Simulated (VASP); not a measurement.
Wanted: the native input for a VASP 6.6.1 run.

| Item | Value |
| --- | --- |
| Task | single point |
| Functional | LDA |
| Potentials or basis | VASP PAW LDA potentials, release 64 (Fe, Ge_d) |
| Cutoff | 520 eV |
| k mesh | 12 × 12 × 8 |
| Occupations | gaussian, width 0.05 eV |
| Spin | collinear spin, ferromagnetic start |
| Starting moments | [2.5, 2.5, 2.5, 2.5, 0.0, 0.0] μB |
| Dipole correction | no |
| Further INCAR settings | ALGO = Normal; EDIFF = 1e-06; NBANDS = 43 |

The structure of Fe2Ge lies in POSCAR:

```
Fe2Ge
1.0
    4.0081230245      0.0000000000      0.0000000000
   -2.0040615123      3.4711363607      0.0000000000
    0.0000000000      0.0000000000      4.8350038050
Fe Ge
4 2
Direct
    0.0000000000      0.0000000000      0.0000000000
    0.0000000000      0.0000000000      0.5000000000
    0.6666666667      0.3333333333      0.7500000000
    0.3333333333      0.6666666667      0.2500000000
    0.6666666667      0.3333333333      0.2500000000
    0.3333333333      0.6666666667      0.7500000000
```

The input as run:

INCAR

```
SYSTEM = Fe2Ge
PREC = Accurate ; ENCUT = 520
EDIFF = 1E-6 ; ISMEAR = 0
SIGMA = 0.05 ; LREAL = .FALSE.
LASPH = .TRUE. ; NELM = 150
ALGO = Normal ; ISIF = 2
LWAVE = .FALSE. ; LCHARG = .TRUE.
ISPIN = 2 ; MAGMOM = 2.5 2.5 2.5 2.5 0 0
LORBIT = 11 ; LMAXMIX = 4
LELF = .TRUE. ; LVHAR = .TRUE.
NBANDS = 43
```

KPOINTS

```
regular mesh
0
G
  12 12 8
  0 0 0
```

Potentials or basis: VASP PAW LDA potentials, release 64 (Fe, Ge_d).

Command:

```sh
$ cat potpaw_LDA.64/Fe/POTCAR potpaw_LDA.64/Ge_d/POTCAR > POTCAR
$ mpirun -np 1 vasp_std > vasp.out
```

Results of the run:

- Pressure: 0.2 GPa
- Band gap on the k mesh: zero (filled and empty bands overlap)
- Net moment: 6.01 μB per cell
- Site moments: Fe +2.03, +0.99 (each value once); Ge -0.05 μB
- Valence electrons inside the program's atomic spheres: Fe 7.34, 7.63 (each value once); Ge 12.66

Run time: 14 min on 1 thread of Oxide Virtual Turin-like Processor, on a shared host, peak memory 0.41 GiB.
